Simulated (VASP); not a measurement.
# MgSe (Fm-3m) in VASP: settings compared

MgSe is run at these levels: PBE0, HSE06; tasks: single point.

All numbers are computed with VASP 6.6.1; they aren't measurements. Logs are shortened: lines on timing, memory, paths and dates and some standing lists are left out, and cuts for length are marked.

## (1) The cell of the first run

The structure is cubic, space group Fm-3m (No. 225). Conventional cell: a = 5.473 Å, b = 5.473 Å, c = 5.473 Å, α = 90.00°, β = 90.00°, γ = 90.00°. Within 3.6 Å of Mg (site symmetry m-3m) lie 6 Se at 2.74 Å. Within 3.6 Å of Se (site symmetry m-3m) lie 6 Mg at 2.74 Å.

## (2) Single point, PBE0

POSCAR

```
MgSe
1.0
    0.0000000000      2.7366676200      2.7366676200
    2.7366676200      0.0000000000      2.7366676200
    2.7366676200      2.7366676200      0.0000000000
Mg Se
1 1
Direct
    0.0000000000      0.0000000000      0.0000000000
    0.5000000000      0.5000000000      0.5000000000
```

INCAR.step1

```
ALGO = Normal
EDIFF = 1E-5
ENCUT = 520
GGA = PE
GGA_COMPAT = False
ISIF = 2
ISMEAR = -1
LASPH = True
LCHARG = False
LREAL = False
LWAVE = True
NBANDS = 11
NELM = 120
PREC = Accurate
SIGMA = 0.02
```

INCAR.step2

```
AEXX = 0.25
ALGO = Normal
EDIFF = 1E-6
ENCUT = 520
GGA = PE
GGA_COMPAT = False
ISIF = 2
ISMEAR = -1
ISTART = 1
LASPH = True
LCHARG = False
LHFCALC = True
LREAL = False
LWAVE = False
NBANDS = 11
NELM = 120
PREC = Accurate
PRECFOCK = Normal
SIGMA = 0.02
```

KPOINTS

```
k-points
0
Gamma
  8 8 8
```

Potentials or basis: VASP PAW PBE potentials, release 64 (Mg, Se).

Run with:

```sh
$ cat potpaw_PBE.64/Mg/POTCAR potpaw_PBE.64/Se/POTCAR > POTCAR
$ cp INCAR.step1 INCAR
$ mpirun -np 1 vasp_std > vasp.out
$ cp INCAR.step2 INCAR
$ mpirun -np 1 vasp_std > vasp.out
```

OUTCAR:

```text
AEXX = 0.25
   EDIFF = 1E-6
   ENCUT = 520
   GGA = PE
   ISIF = 2
   ISMEAR = -1
   ISTART = 1
   LASPH = True
   LHFCALC = True
   LREAL = False
   NELM = 120
   PREC = Accurate
   PRECFOCK = Normal

 ion  position               nearest neighbor table
   1  0.000  0.000  0.000-   2 2.74   2 2.74   2 2.74   2 2.74   2 2.74   2 2.74
   2  0.500  0.500  0.500-   1 2.74   1 2.74   1 2.74   1 2.74   1 2.74   1 2.74

  LATTYP: Found a face centered cubic cell.
 ALAT       =     5.4733352400

  Lattice vectors:

 A1 = (   0.0000000000,   2.7366676200,   2.7366676200)
 A2 = (   2.7366676200,   0.0000000000,   2.7366676200)
 A3 = (   2.7366676200,   2.7366676200,   0.0000000000)

Analysis of symmetry for initial positions (statically):
=====================================================================
 Subroutine PRICEL returns:
 Original cell was already a primitive cell.

 Routine SETGRP: Setting up the symmetry group for a
 face centered cubic supercell.

 Subroutine GETGRP returns: Found 48 space group operations
 (whereof 48 operations were pure point group operations)
 out of a pool of 48 trial point group operations.

The static configuration has the point symmetry O_h .

Analysis of symmetry for dynamics (positions and initial velocities):
=====================================================================
 Subroutine PRICEL returns:
 Original cell was already a primitive cell.

 Routine SETGRP: Setting up the symmetry group for a
 face centered cubic supercell.

 Subroutine GETGRP returns: Found 48 space group operations
 (whereof 48 operations were pure point group operations)
 out of a pool of 48 trial point group operations.

The dynamic configuration has the point symmetry O_h .

 Subroutine INISYM returns: Found 48 space group operations
 (whereof 48 operations are pure point group operations),
 and found     1 'primitive' translations

----------------------------------------------------------------------------------------

                                     Primitive cell

  volume of cell :      40.9917

  direct lattice vectors                    reciprocal lattice vectors
     0.000000000  2.736667620  2.736667620    -0.182703956  0.182703956  0.182703956
     2.736667620  0.000000000  2.736667620     0.182703956 -0.182703956  0.182703956
     2.736667620  2.736667620  0.000000000     0.182703956  0.182703956 -0.182703956

  length of vectors
     3.870232464  3.870232464  3.870232464     0.316452534  0.316452534  0.316452534

  position of ions in fractional coordinates (direct lattice)
     0.000000000  0.000000000  0.000000000
     0.500000000  0.500000000  0.500000000

  ion indices of the primitive-cell ions
   primitive index   ion index
                 1           1
                 2           2

----------------------------------------------------------------------------------------

 KPOINTS: k-points

Automatic generation of k-mesh.
 Grid dimensions read from file:
 generate k-points for:    8    8    8

 Generating k-lattice:

  Cartesian coordinates                     Fractional coordinates (reciprocal lattice)
    -0.022837994  0.022837994  0.022837994     0.125000000  0.000000000  0.000000000
     0.022837994 -0.022837994  0.022837994     0.000000000  0.125000000  0.000000000
     0.022837994  0.022837994 -0.022837994     0.000000000  0.000000000  0.125000000

  Length of vectors
     0.039556567  0.039556567  0.039556567

  Shift w.r.t. Gamma in fractional coordinates (k-lattice)
     0.000000000  0.000000000  0.000000000

 Subroutine IBZKPT returns following result:
 ===========================================

 Found     29 irreducible k-points:

 Following reciprocal coordinates:
            Coordinates               Weight
  0.000000  0.000000  0.000000      1.000000
  0.125000  0.000000  0.000000      8.000000
  0.250000  0.000000  0.000000      8.000000
  0.375000  0.000000  0.000000      8.000000
  0.500000  0.000000  0.000000      4.000000
  0.125000  0.125000  0.000000      6.000000
[... 16 lines left out ...]
  0.500000  0.250000  0.125000     48.000000
 -0.375000  0.250000  0.125000     24.000000
 [... further k-points ...]
   k-points           NKPTS =     29   k-points in BZ     NKDIM =    512   number of bands    NBANDS=     11
   number of dos      NEDOS =    301   number of ions     NIONS =      2
   total plane-waves  NPLWV =  27000
   dimension x,y,z NGX =    30 NGY =   30 NGZ =   30
   dimension x,y,z NGXF=    60 NGYF=   60 NGZF=   60
   ions per type =               1   1
   NGX,Y,Z   is equivalent  to a cutoff of  12.89, 12.89, 12.89 a.u.
   NGXF,Y,Z  is equivalent  to a cutoff of  25.77, 25.77, 25.77 a.u.
 SYSTEM =  unknown system
   PREC   = accura    normal or accurate (medium, high low for compatibility)
   ISTART =      1    job   : 0-new  1-cont  2-samecut
   ICHARG =      0    charge: 1-file 2-atom 10-const
   ISPIN  =      1    spin polarized calculation?
   LNONCOLLINEAR =      F non collinear calculations
   LSORBIT =      F    spin-orbit coupling
   LASPH  =      T    aspherical Exc in radial PAW
   ENCUT  =  520.0 eV  38.22 Ry    6.18 a.u.   7.20  7.20  7.20*2*pi/ulx,y,z
   NELM   =    120;   NELMIN=  2; NELMDL=  0     # of ELM steps
   EDIFF  = 0.1E-05   stopping-criterion for ELM
   LREAL  =      F    real-space projection
   EDIFFG = 0.1E-04   stopping-criterion for IOM
   NSW    =      0    number of steps for IOM
   IBRION =     -1    ionic relax: 0-MD 1-quasi-New 2-CG
   NFREE  =      0    steps in history (QN), initial steepest desc. (CG)
   ISIF   =      2    stress and relaxation
   ISYM   =      3    0-nonsym 1-usesym 2-fastsym
   POTIM  = 0.5000    time-step for ionic-motion
   TEBEG  =    0.0;   TEEND  =   0.0 temperature during run
   PSTRESS=    0.0 pullay stress
   NELECT =       8.0000    total number of electrons
   NUPDOWN=      -1.0000    fix difference up-down
   EMIN   =  10.00;   EMAX   =-10.00  energy-range for DOS
   EFERMI =   0.00;   METHOD = LEGACY
   ISMEAR =    -1;   SIGMA  =   0.02  broadening in eV -4-tet -1-fermi 0-gaus
   EFERMI_NEDOS =   21; number of points for ismear=-14 and -15
   IALGO  =     38    algorithm
   IMIX   =      1    mixing-type and parameters
     AMIX     =   0.40;   BMIX     =  1.00
     AMIX_MAG =   1.60;   BMIX_MAG =  1.00
  volume/ion in A,a.u.               =      20.50       138.31
  Fermi-wavevector in a.u.,A,eV,Ry     =   0.949597  1.794479 12.268848  0.901735
  Thomas-Fermi vector in A             =   2.077895
   LORBIT       =      0    0 simple, 1 ext, 2 COOP (PROOUT), +10 PAW based schemes
   GGA     = PE    functional components
   LHFCALC =     T    Hartree Fock is set to
   PRECFOCK=normal    Normal, Fast or Accurate (Low or Medium for compatibility)
   ENCUT4O =  -1.0   cutoff for four orbital integrals eV
   NKREDX  =     1    reduce k-point grid by
   NKREDY  =     1    reduce k-point grid by
   NKREDZ  =     1    reduce k-point grid by
   AEXX    =    0.2500 exact exchange contribution
   HFSCREEN=    0.0000 screening length (either q_TF or 0.3 A-1)
   HFSCREENC=   0.0000 screening length for correlation (either q_TF or 0.3 A-1)
   ENCUTFOCK=  -1.0 apply spherical cutoff to Coloumb kernel
   IVDW    =     0    specifies the selected vdW correction
   LEPSILON=     F    determine dielectric tensor
   LRPA    =     F    only Hartree local field effects (RPA)
 non-spin polarized calculation
  energy-cutoff  :      520.00
  volume of cell :       40.99
 maximum number of plane-waves:      1124
 NGX is ok and might be reduce to    30
  NGX = 24; NGY = 24; NGZ = 24

 number of electron       8.0000000 magnetization

 Free energy of the ion-electron system (eV)
  ---------------------------------------------------
  ext. energy  EPLUGINS =         0.00000000
  ---------------------------------------------------
  free energy    TOTEN  =        -9.30926992 eV

  energy without entropy =       -9.30926992  energy(sigma->0) =       -9.30926992

 E-fermi :   2.6070     XC(G=0):  -7.4605

 val. band max:        2.1761528076   @ k =   0.0000   0.0000   0.0000
 cond. band min:       5.4940741817   @ k =   0.5000   0.5000   0.0000
 fundamental gap:      3.3179213740
 Fermi energy:         2.6070172280

 k-point     1 :       0.0000    0.0000    0.0000
  band No.  band energies     occupation
      1     -11.9938      2.00000
      2       2.1762      2.00000
      3       2.1762      2.00000
      4       2.1762      2.00000
      5       6.3281      0.00000
      6      11.3372      0.00000
      7      11.3372      0.00000
      8      11.3372      0.00000
      9      14.0539      0.00000
     10      14.0539      0.00000
     11      14.9529      0.00000

 k-point     2 :       0.1250    0.0000    0.0000
  band No.  band energies     occupation
      1     -11.8486      2.00000
      2       0.9135      2.00000
      3       2.0676      2.00000
      4       2.0676      2.00000
      5       7.3095      0.00000
      6      11.0060      0.00000
      7      11.5794      0.00000
      8      11.5794      0.00000
      9      13.0154      0.00000
     10      13.0154      0.00000
     11      14.9081      0.00000

 k-point     3 :       0.2500    0.0000    0.0000
  band No.  band energies     occupation
      1     -11.4590      2.00000
      2      -1.0665      2.00000
      3       1.8319      2.00000
      4       1.8319      2.00000
      5       7.9090      0.00000
      6      11.0154      0.00000
      7      11.0154      0.00000
      8      11.7583      0.00000
      9      13.6333      0.00000
     10      13.6333      0.00000
     11      14.0973      0.00000

 k-point     4 :       0.3750    0.0000    0.0000
  band No.  band energies     occupation
      1     -10.9926      2.00000
      2      -2.6144      2.00000
      3       1.6262      2.00000
      4       1.6262      2.00000
      5       7.7027      0.00000
      6      10.2637      0.00000
      7      10.2637      0.00000
      8      12.8248      0.00000
      9      14.3812      0.00000
     10      15.6399      0.00000
     11      15.6399      0.00000

 k-point     5 :       0.5000    0.0000    0.0000
  band No.  band energies     occupation
      1     -10.7662      2.00000
      2      -3.2158      2.00000
      3       1.5480      2.00000
      4       1.5480      2.00000
      5       7.5798      0.00000
      6       9.9944      0.00000
      7       9.9944      0.00000
      8      12.7428      0.00000
      9      15.5743      0.00000
     10      18.0807      0.00000
     11      18.0807      0.00000
[... 211 lines left out ...]
 k-point    21 :       0.5000    0.5000    0.0000
  band No.  band energies     occupation
      1     -10.4083      2.00000
      2      -2.4809      2.00000
      3       0.2385      2.00000
      4       0.2385      2.00000
      5       5.4941      0.00000
      6       7.7043      0.00000
      7      15.9319      0.00000
      8      16.4075      0.00000
      9      16.4075      0.00000
     10      16.8535      0.00000
     11      20.1625      0.00000

 k-point    22 :       0.3750    0.2500    0.1250
  band No.  band energies     occupation
      1     -11.1551      2.00000
      2      -1.3438      2.00000
      3       0.5154      2.00000
      4       1.4258      2.00000
      5       8.7317      0.00000
      6       9.8763      0.00000
      7      10.1992      0.00000
      8      12.4733      0.00000
      9      13.5826      0.00000
     10      16.6369      0.00000
     11      17.1065      0.00000

 k-point    23 :       0.5000    0.2500    0.1250
  band No.  band energies     occupation
      1     -10.7628      2.00000
      2      -2.2356      2.00000
      3      -0.0729      2.00000
      4       1.0676      2.00000
      5       8.6122      0.00000
      6       9.5718      0.00000
      7      11.1716      0.00000
      8      12.3507      0.00000
      9      15.0419      0.00000
     10      16.8404      0.00000
     11      17.6404      0.00000

 k-point    24 :      -0.3750    0.2500    0.1250
  band No.  band energies     occupation
      1     -10.5787      2.00000
      2      -2.6414      2.00000
      3      -0.2250      2.00000
      4       0.8785      2.00000
      5       8.5839      0.00000
      6       9.2676      0.00000
      7      11.7516      0.00000
      8      13.1194      0.00000
      9      15.1834      0.00000
     10      15.9346      0.00000
     11      18.2863      0.00000

 [... further k-points ...]
[... 5 lines left out ...]
  --------------------------------------------------------------------------------------
  -------------------------------------------------------------------------------------
  Total       -0.1534438     -0.1534438     -0.1534438      0.0000000     -0.0000000     -0.0000000
  in kB       -5.9974094     -5.9974094     -5.9974094      0.0000000     -0.0000000     -0.0000000
  external PRESSURE =      -5.9974094 kB  Pullay stress =       0.0000000 kB

 VOLUME and BASIS-vectors are now :
 -----------------------------------------------------------------------------
  energy-cutoff  :      520.00
  volume of cell :       40.99
      direct lattice vectors                 reciprocal lattice vectors
     0.000000000  2.736667620  2.736667620    -0.182703956  0.182703956  0.182703956
     2.736667620  0.000000000  2.736667620     0.182703956 -0.182703956  0.182703956
     2.736667620  2.736667620  0.000000000     0.182703956  0.182703956 -0.182703956

 POSITION                                       TOTAL-FORCE (eV/Angst)
 -----------------------------------------------------------------------------------
      0.00000      0.00000      0.00000        -0.000000     -0.000000     -0.000000
      2.73667      2.73667      2.73667         0.000000      0.000000      0.000000
 -----------------------------------------------------------------------------------
    total drift:                                0.000000      0.000000      0.000000

  FREE ENERGIE OF THE ION-ELECTRON SYSTEM (eV)
  ---------------------------------------------------
  free  energy   TOTEN  =        -9.3092699204 eV

  energy  without entropy=       -9.3092699204  energy(sigma->0) =       -9.30926992
```

Run time: 57 min. Hardware: 1 thread of Intel Xeon Platinum 8259CL at 2.50GHz (Skylake/Cascade Lake), shared host; peak memory 0.22 GiB.

What came out:

```
Free energy            : -9.3093 eV
Pressure               : -0.6 GPa
Band gap on the k mesh : 3.32 eV (least direct gap 4.15 eV)
```

Caveat: the PAW data sets were made with another functional, which shifts forces and pressure a little. A k mesh can miss the band edges.

## (3) Single point, HSE06

POSCAR is that of step 2.

INCAR.step1

```
ALGO = Normal ; EDIFF = 1E-5
ENCUT = 520 ; GGA = PE
GGA_COMPAT = F ; ISIF = 2
ISMEAR = -1 ; LASPH = T
LREAL = F ; LWAVE = T
NBANDS = 11 ; NELM = 120
PREC = Accurate ; SIGMA = 0.02
```

INCAR.step2

```
ALGO = Normal ; EDIFF = 1E-6
ENCUT = 520 ; GGA = PE
GGA_COMPAT = F ; HFSCREEN = 0.2079
ISIF = 2 ; ISMEAR = -1
ISTART = 1 ; LASPH = T
LCHARG = T ; LELF = T
LHFCALC = T ; LREAL = F
LVHAR = T ; LWAVE = F
NBANDS = 11 ; NELM = 120
PREC = Accurate ; PRECFOCK = Normal
SIGMA = 0.02
```

KPOINTS is that of step 2.

Potentials or basis: VASP PAW PBE potentials, release 64 (Mg, Se).

Run with:

```sh
$ cat potpaw_PBE.64/Mg/POTCAR potpaw_PBE.64/Se/POTCAR > POTCAR
$ cp INCAR.step1 INCAR
$ mpirun -np 1 vasp_std > vasp.out
$ cp INCAR.step2 INCAR
$ mpirun -np 1 vasp_std > vasp.out
```

It took 38 min on 1 thread of Intel Xeon 6975P-C (Granite Rapids), shared host; peak memory 0.32 GiB.

Results (log left out):

| Quantity | Value |
| --- | --- |
| Free energy | -8.7689 eV |
| Pressure | -0.6 GPa |
| Band gap on the k mesh | 2.62 eV (least direct gap 3.49 eV) |

Levels at points of the mesh, in eV from the valence-band top:
```csv
k point,band 1,band 2,band 3,band 4,band 5,band 6,band 7,band 8,band 9
"(0.00, 0.00, 0.00)",-14.10,0.00,0.00,0.00,3.49,8.44,8.44,8.44,11.13
"(0.50, 0.00, 0.00)",-12.87,-5.32,-0.62,-0.62,4.72,7.09,7.09,9.82,12.67
"(0.50, 0.50, 0.00)",-12.52,-4.59,-1.92,-1.92,2.62,4.83,13.02,13.48,13.48
```

Caveat: the PAW data sets were made with another functional, which shifts forces and pressure a little. A k mesh can miss the band edges.
